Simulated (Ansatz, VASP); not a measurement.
## One calculation of V, two programs

Contents of INCAR:

```
SYSTEM = V
ALGO     = Normal         ! electronic algorithm
EDIFF    = 1E-7           ! SCF threshold, eV
ENCUT    = 520            ! plane-wave cutoff, eV
GGA      = PE             ! functional
ISIF     = 2              ! what is computed and relaxed
ISMEAR   = -1             ! smearing method
ISPIN    = 2              ! spin polarisation
LASPH    = .TRUE.         ! aspherical terms in the spheres
LCHARG   = .TRUE.         ! write CHGCAR
LELF     = .TRUE.         ! ELF
LMAXMIX  = 4              ! l up to which the mixer works
LORBIT   = 11             ! projections on sites
LREAL    = .FALSE.        ! projectors in reciprocal space
LVHAR    = .TRUE.       
LWAVE    = .FALSE.        ! write WAVECAR
MAGMOM   = 2              ! initial moments
NBANDS   = 16             ! bands
NELM     = 150            ! most SCF steps
PREC     = Accurate       ! precision mode
SIGMA    = 0.05           ! smearing width, eV
```

Contents of KPOINTS:

```
k-points
0
G
  12 12 12
  0 0 0
```

Contents of POSCAR:

```
V
1.0
    0.0000000000      1.9075500346      1.9075500346
    1.9075500346      0.0000000000      1.9075500346
    1.9075500346      1.9075500346      0.0000000000
V
1
Direct
    0.0000000000      0.0000000000      0.0000000000
```

File input.yaml:

```yaml
crystal:
  lattice:
    - [0.0, 1.9075500346, 1.9075500346]
    - [1.9075500346, 0.0, 1.9075500346]
    - [1.9075500346, 1.9075500346, 0.0]
  atoms:
    - { symbol: V, position: [0.0, 0.0, 0.0], spin: 2.0 }
kpoints:
  mp_grid: { grid: [12, 12, 12] }
scf:
  occupations: { method: fermi_dirac, width: 0.05 }
hamiltonian:
  xc: pbe
  pseudopotentials: { kind: all_electron, lapw: { basis_error: 0.0005 } }
magnetization:
  spin_polarized: true
output:
  forces: true
  stress: true
  eigenvalues: true
```

Change from the starting cell: volume scaled by 1.02.

Alike in both runs: task single point; functional PBE; k mesh 12 × 12 × 12; occupations fermi-dirac, width 0.05 eV; collinear spin.

```csv
,VASP,Ansatz
version,VASP 6.6.1,Ansatz 0.2.0
potentials or method,"VASP PAW PBE potentials, release 64 (V_sv), cutoff 520 eV","all-electron LAPW, scalar-relativistic"
```

Ansatz gave:

- gap on the k mesh at the Fermi level (eV): none
- pressure (GPa): 0.1
- net moment per atom (μB): 0.00

**Question.** Estimate VASP's values.

**Answer.** gap on the k mesh at the Fermi level (eV): none; pressure (GPa): 0.4; net moment per atom (μB): 0.00.

A gap of «none» marks a metal or a gap that the smearing closes. Ansatz ran all-electron here, and VASP with PAW potentials.
